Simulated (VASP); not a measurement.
# SiC (Moissanite 3C) (F-43m) in VASP: a series of runs

Runs on SiC (Moissanite 3C). Level: PBE. Tasks: electric field gradients.

Everything below comes from runs of VASP 6.6.1. Logs are shortened: lines on timing, memory, paths and dates and some standing lists are left out, and cuts for length are marked.

### 1 The cell of the first run

The structure is cubic, space group F-43m (No. 216). The conventional cell has a = 4.358 Å, b = 4.358 Å, c = 4.358 Å, α = 90.00°, β = 90.00°, γ = 90.00°. Si (site symmetry -43m) has 4 C at 1.89 Å within 2.5 Å. Within 2.5 Å of C (site symmetry -43m) lie 4 Si at 1.89 Å.

### 2 Electric field gradients, PBE

File INCAR:

```
ALGO = Normal ; EDIFF = 1E-8
ENCUT = 520 ; GGA = PE
ISIF = 2 ; ISMEAR = 0
LASPH = T ; LCHARG = F
LEFG = T ; LREAL = Auto
LWAVE = F ; NBANDS = 46
NELM = 60 ; PREC = Accurate
SIGMA = 0.01
```

File KPOINTS:

```
k-points
0
Gamma
  4 4 4
```

File POSCAR:

```
SiC
1.0
    0.0000000000      4.3580000000      4.3580000000
    4.3580000000      0.0000000000      4.3580000000
    4.3580000000      4.3580000000      0.0000000000
Si C
8 8
Direct
    0.0000000000      0.0000000000      0.0000000000
    0.0000000000      0.0000000000      0.5000000000
    0.0000000000      0.5000000000      0.0000000000
    0.0000000000      0.5000000000      0.5000000000
    0.5000000000      0.0000000000      0.0000000000
    0.5000000000      0.0000000000      0.5000000000
    0.5000000000      0.5000000000      0.0000000000
    0.5000000000      0.5000000000      0.5000000000
    0.1250000000      0.1250000000      0.1250000000
    0.1250000000      0.1250000000      0.6250000000
    0.1250000000      0.6250000000      0.1250000000
    0.1250000000      0.6250000000      0.6250000000
    0.6250000000      0.1250000000      0.1250000000
    0.6250000000      0.1250000000      0.6250000000
    0.6250000000      0.6250000000      0.1250000000
    0.6250000000      0.6250000000      0.6250000000
```

Potentials or basis: VASP PAW PBE potentials, release 64 (Si, C).

Launch:

```sh
> cat potpaw_PBE.64/Si/POTCAR potpaw_PBE.64/C/POTCAR > POTCAR
> mpirun -np 1 vasp_std > vasp.out
```

OUTCAR:

```text
EDIFF = 1E-8
   ENCUT = 520
   GGA = PE
   ISIF = 2
   ISMEAR = 0
   LASPH = T
   LREAL = Auto
   NELM = 60
   PREC = Accurate

 ion  position               nearest neighbor table
   1  0.000  0.000  0.000-  10 1.89  11 1.89  13 1.89   9 1.89   3 3.08   5 3.08   2 3.08   2 3.08
                             4 3.08   6 3.08   3 3.08   4 3.08   7 3.08   5 3.08   6 3.08   7 3.08
   2  0.000  0.000  0.500-   9 1.89  12 1.89  14 1.89  10 1.89   4 3.08   6 3.08   1 3.08   1 3.08
                             3 3.08   5 3.08   3 3.08   4 3.08   8 3.08   5 3.08   6 3.08   8 3.08
   3  0.000  0.500  0.000-   9 1.89  12 1.89  15 1.89  11 1.89   4 3.08   7 3.08   1 3.08   2 3.08
                             4 3.08   8 3.08   1 3.08   2 3.08   5 3.08   5 3.08   7 3.08   8 3.08
   4  0.000  0.500  0.500-  10 1.89  11 1.89  16 1.89  12 1.89   3 3.08   8 3.08   2 3.08   1 3.08
                             3 3.08   7 3.08   1 3.08   2 3.08   6 3.08   6 3.08   7 3.08   8 3.08
   5  0.500  0.000  0.000-   9 1.89  14 1.89  15 1.89  13 1.89   6 3.08   7 3.08   1 3.08   2 3.08
                             6 3.08   8 3.08   3 3.08   7 3.08   8 3.08   1 3.08   2 3.08   3 3.08
   6  0.500  0.000  0.500-  10 1.89  13 1.89  16 1.89  14 1.89   5 3.08   8 3.08   2 3.08   1 3.08
                             5 3.08   7 3.08   4 3.08   7 3.08   8 3.08   1 3.08   2 3.08   4 3.08
   7  0.500  0.500  0.000-  11 1.89  13 1.89  16 1.89  15 1.89   5 3.08   8 3.08   3 3.08   4 3.08
                             6 3.08   8 3.08   1 3.08   5 3.08   6 3.08   1 3.08   3 3.08   4 3.08
   8  0.500  0.500  0.500-  12 1.89  14 1.89  15 1.89  16 1.89   6 3.08   7 3.08   4 3.08   3 3.08
                             5 3.08   7 3.08   2 3.08   5 3.08   6 3.08   2 3.08   3 3.08   4 3.08
   9  0.125  0.125  0.125-   2 1.89   3 1.89   5 1.89   1 1.89
[... 13 lines left out ...]
 A1 = (   0.0000000000,   4.3580000000,   4.3580000000)
 A2 = (   4.3580000000,   0.0000000000,   4.3580000000)
 A3 = (   4.3580000000,   4.3580000000,   0.0000000000)

Analysis of symmetry for initial positions (statically):
=====================================================================
 Subroutine PRICEL returns following result:

  LATTYP: Found a face centered cubic cell.
 ALAT       =     4.3580000000

  Lattice vectors:

 A1 = (   0.0000000000,   2.1790000000,   2.1790000000)
 A2 = (   2.1790000000,   0.0000000000,   2.1790000000)
 A3 = (   2.1790000000,   2.1790000000,   0.0000000000)

   8 primitive cells build up your supercell.

 Routine SETGRP: Setting up the symmetry group for a
 face centered cubic supercell.

 Subroutine GETGRP returns: Found 24 space group operations
 (whereof 24 operations were pure point group operations)
 out of a pool of 48 trial point group operations.

The static configuration has the point symmetry T_d .

Analysis of symmetry for dynamics (positions and initial velocities):
=====================================================================
 Subroutine PRICEL returns following result:

  LATTYP: Found a face centered cubic cell.
 ALAT       =     4.3580000000

  Lattice vectors:

 A1 = (   0.0000000000,   2.1790000000,   2.1790000000)
 A2 = (   2.1790000000,   0.0000000000,   2.1790000000)
 A3 = (   2.1790000000,   2.1790000000,   0.0000000000)

   8 primitive cells build up your supercell.

 Routine SETGRP: Setting up the symmetry group for a
 face centered cubic supercell.

 Subroutine GETGRP returns: Found 24 space group operations
 (whereof 24 operations were pure point group operations)
 out of a pool of 48 trial point group operations.

The dynamic configuration has the point symmetry T_d .

 Subroutine INISYM returns: Found 24 space group operations
 (whereof 24 operations are pure point group operations),
 and found     8 'primitive' translations

----------------------------------------------------------------------------------------

                                     Primitive cell

  volume of cell :      20.6920

  direct lattice vectors                    reciprocal lattice vectors
     0.000000000  2.179000000  2.179000000    -0.229463056  0.229463056  0.229463056
     2.179000000  0.000000000  2.179000000     0.229463056 -0.229463056  0.229463056
     2.179000000  2.179000000  0.000000000     0.229463056  0.229463056 -0.229463056

  length of vectors
     3.081571352  3.081571352  3.081571352     0.397441672  0.397441672  0.397441672

  position of ions in fractional coordinates (direct lattice)
     0.000000000  0.000000000  0.000000000
     0.250000000  0.250000000  0.250000000

  ion indices of the primitive-cell ions
   primitive index   ion index
                 1           1
                 2           9

----------------------------------------------------------------------------------------

 KPOINTS: k-points

Automatic generation of k-mesh.
 Grid dimensions read from file:
 generate k-points for:    4    4    4

 Generating k-lattice:

  Cartesian coordinates                     Fractional coordinates (reciprocal lattice)
[... 37 lines left out ...]
   ISPIN  =      1    spin polarized calculation?
   LNONCOLLINEAR =      F non collinear calculations
   LSORBIT =      F    spin-orbit coupling
   LASPH  =      T    aspherical Exc in radial PAW
   ENCUT  =  520.0 eV  38.22 Ry    6.18 a.u.  11.46 11.46 11.46*2*pi/ulx,y,z
   NELM   =     60;   NELMIN=  2; NELMDL= -5     # of ELM steps
   EDIFF  = 0.1E-07   stopping-criterion for ELM
   LREAL  =      T    real-space projection
   EDIFFG = 0.1E-06   stopping-criterion for IOM
   NSW    =      0    number of steps for IOM
   IBRION =     -1    ionic relax: 0-MD 1-quasi-New 2-CG
   NFREE  =      0    steps in history (QN), initial steepest desc. (CG)
   ISIF   =      2    stress and relaxation
   ISYM   =      2    0-nonsym 1-usesym 2-fastsym
   POTIM  = 0.5000    time-step for ionic-motion
   TEBEG  =    0.0;   TEEND  =   0.0 temperature during run
   PSTRESS=    0.0 pullay stress
   NELECT =      64.0000    total number of electrons
   NUPDOWN=      -1.0000    fix difference up-down
   EMIN   =  10.00;   EMAX   =-10.00  energy-range for DOS
   EFERMI =   0.00;   METHOD = LEGACY
   ISMEAR =     0;   SIGMA  =   0.01  broadening in eV -4-tet -1-fermi 0-gaus
   EFERMI_NEDOS =   21; number of points for ismear=-14 and -15
   IALGO  =     38    algorithm
   IMIX   =      4    mixing-type and parameters
     AMIX     =   0.40;   BMIX     =  1.00
     AMIX_MAG =   1.60;   BMIX_MAG =  1.00
  volume/ion in A,a.u.               =      10.35        69.82
  Fermi-wavevector in a.u.,A,eV,Ry     =   1.192626  2.253736 19.352338  1.422357
  Thomas-Fermi vector in A             =   2.328660
   LORBIT       =      0    0 simple, 1 ext, 2 COOP (PROOUT), +10 PAW based schemes
   GGA     = PE    functional components
   LHFCALC =     F    Hartree Fock is set to
   AEXX    =    0.0000 exact exchange contribution
   IVDW    =     0    specifies the selected vdW correction
   LEPSILON=     F    determine dielectric tensor
   LRPA    =     F    only Hartree local field effects (RPA)
 non-spin polarized calculation
 Gauss-broadening in eV      SIGMA  =   0.01
  energy-cutoff  :      520.00
  volume of cell :      165.54
 maximum number of plane-waves:      4520
 NGX is ok and might be reduce to    48
   NGX = 23   NGY = 23   NGZ = 23

 number of electron      64.0000007 magnetization

 Free energy of the ion-electron system (eV)
  ---------------------------------------------------
  ext. energy  EPLUGINS =         0.00000000
  ---------------------------------------------------
  free energy    TOTEN  =      -120.45693836 eV

  energy without entropy =     -120.45693836  energy(sigma->0) =     -120.45693836

 E-fermi :   8.1764     XC(G=0): -11.3559

 val. band max:        8.1080152583   @ k =   0.0000   0.0000   0.0000
 cond. band min:       9.4640355182   @ k =   0.0000   0.0000   0.0000
 fundamental gap:      1.3560202599
 Fermi energy:         8.1763910911

 k-point     1 :       0.0000    0.0000    0.0000
  band No.  band energies     occupation
      1      -7.2959      2.00000
      2      -3.7295      2.00000
      3      -3.7295      2.00000
      4      -3.7295      2.00000
      5      -3.7295      2.00000
      6      -2.2781      2.00000
[... 365 lines left out ...]
     43      15.7358      0.00000
     44      15.7358      0.00000
 [bands above 44 left out]

------------------------ aborting loop because EDIFF is reached ----------------------------------------

  FORCE on cell =-STRESS in cart. coord.  units (eV):
  Direction    XX          YY          ZZ          XY          YZ          ZX
  --------------------------------------------------------------------------------------
  -------------------------------------------------------------------------------------
  Total        3.1950998      3.1950998      3.1950998      0.0000000      0.0000000      0.0000000
  in kB       30.9245461     30.9245461     30.9245461      0.0000000      0.0000000      0.0000000
  external PRESSURE =      30.9245461 kB  Pullay stress =       0.0000000 kB

 VOLUME and BASIS-vectors are now :
 -----------------------------------------------------------------------------
  energy-cutoff  :      520.00
  volume of cell :      165.54
      direct lattice vectors                 reciprocal lattice vectors
     0.000000000  4.358000000  4.358000000    -0.114731528  0.114731528  0.114731528
     4.358000000  0.000000000  4.358000000     0.114731528 -0.114731528  0.114731528
     4.358000000  4.358000000  0.000000000     0.114731528  0.114731528 -0.114731528

 POSITION                                       TOTAL-FORCE (eV/Angst)
 -----------------------------------------------------------------------------------
      0.00000      0.00000      0.00000        -0.000000     -0.000000     -0.000000
      2.17900      2.17900      0.00000        -0.000000     -0.000000     -0.000000
      2.17900      0.00000      2.17900        -0.000000     -0.000000     -0.000000
      4.35800      2.17900      2.17900        -0.000000     -0.000000     -0.000000
      0.00000      2.17900      2.17900        -0.000000     -0.000000     -0.000000
      2.17900      4.35800      2.17900        -0.000000     -0.000000     -0.000000
[... 8 lines left out ...]
      3.26850      3.26850      5.44750         0.000000      0.000000      0.000000
      5.44750      5.44750      5.44750         0.000000      0.000000      0.000000
 -----------------------------------------------------------------------------------
    total drift:                                0.000001      0.000001      0.000001

  FREE ENERGIE OF THE ION-ELECTRON SYSTEM (eV)
  ---------------------------------------------------
  free  energy   TOTEN  =      -120.4569383645 eV

  energy  without entropy=     -120.4569383645  energy(sigma->0) =     -120.45693836

 Electric field gradients (V/A^2)
---------------------------------------------------------------------
 ion       V_xx      V_yy      V_zz      V_xy      V_xz      V_yz
---------------------------------------------------------------------
   1      -0.000    -0.000     0.000     0.000     0.000     0.000
   2       0.000    -0.000     0.000     0.000     0.000     0.000
   3      -0.000    -0.000     0.000     0.000     0.000     0.000
   4      -0.000    -0.000     0.000     0.000     0.000     0.000
   5      -0.000    -0.000     0.000     0.000     0.000     0.000
   6      -0.000    -0.000     0.000     0.000     0.000     0.000
[... 8 lines left out ...]
  15      -0.000    -0.000    -0.000     0.000     0.000     0.000
  16      -0.000    -0.000    -0.000     0.000     0.000     0.000
---------------------------------------------------------------------

 Electric field gradients after diagonalization (V/A^2)
 (convention: |V_zz| > |V_xx| > |V_yy|)
----------------------------------------------------------------------
 ion       V_xx      V_yy      V_zz     asymmetry (V_yy - V_xx)/ V_zz
----------------------------------------------------------------------
   1      -0.000    -0.000     0.000       0.000
   2      -0.000    -0.000     0.000       0.000
   3      -0.000    -0.000     0.000       0.000
   4      -0.000    -0.000     0.000       0.000
   5      -0.000    -0.000     0.000       0.000
   6      -0.000    -0.000     0.000       0.000
[... 8 lines left out ...]
  15      -0.000    -0.000     0.000       0.000
  16      -0.000    -0.000     0.000       0.000
----------------------------------------------------------------------

           NMR quadrupolar parameters

 Cq : quadrupolar parameter    Cq=e*Q*V_zz/h
 eta: asymmetry parameters     (V_yy - V_xx)/ V_zz
 Q  : nuclear electric quadrupole moment in mb (millibarn)
----------------------------------------------------------------------
 ion       Cq(MHz)       eta       Q (mb)
----------------------------------------------------------------------
   1       0.000       0.000       1.000
   2       0.000       0.000       1.000
   3       0.000       0.000       1.000
   4       0.000       0.000       1.000
   5       0.000       0.000       1.000
   6       0.000       0.000       1.000
[... 8 lines left out ...]
  15       0.000       0.000       1.000
  16       0.000       0.000       1.000
----------------------------------------------------------------------
```

It took 67 s on 1 thread of Intel Xeon 6975P-C (Granite Rapids), shared host; peak memory 0.31 GiB.

What came out:

```yaml
Free_energy: -120.4569 eV
Pressure: 3.1 GPa
Band_gap_on_the_k_mesh: 1.36 eV
```

Caveat: without QUAD_EFG the Cq values of the log hold for a quadrupole moment of 1 mb, not for the nuclei.

(Part 1 of 2 ends here.)
